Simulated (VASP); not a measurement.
The system is PbS.

```
CELL_PARAMETERS angstrom
2.09373 -6.03098 0.00000
2.09373 6.03098 0.00000
0.00000 0.00000 4.30766
ATOMIC_POSITIONS crystal
Pb 0.13056 0.86944 0.25000
Pb 0.86944 0.13056 0.75000
S 0.35480 0.64520 0.25000
S 0.64520 0.35480 0.75000
```

Base run:

| Item | Value |
| --- | --- |
| Program | VASP 6.6.1 |
| Functional | LDA |
| Potentials or basis | VASP PAW LDA potentials, release 64 (Pb_d, S) |
| Cutoff | 520 eV |
| k mesh | 7 × 7 × 6 |
| Occupations | fermi-dirac, width 0.05 eV |
| Spin | no spin polarisation |

Its results: band gap on the k mesh 1.14 eV, indirect (least direct gap 1.28 eV); pressure -4.4 GPa; largest force 0.215 eV/Å.

Problem. The run is repeated on the same cell with these changes: functional from LDA to PBE; potentials or basis from VASP PAW LDA potentials, release 64 (Pb_d, S) to VASP PAW PBE potentials, release 64 (Pb_d, S). What comes out?

Solution. Band gap on the k mesh 1.29 eV, indirect (least direct gap 1.43 eV); pressure 0.0 GPa; largest force 0.049 eV/Å.

Caveats: spin-orbit coupling is left out, which moves the levels of the heavy elements.

A k mesh can miss the band edges.
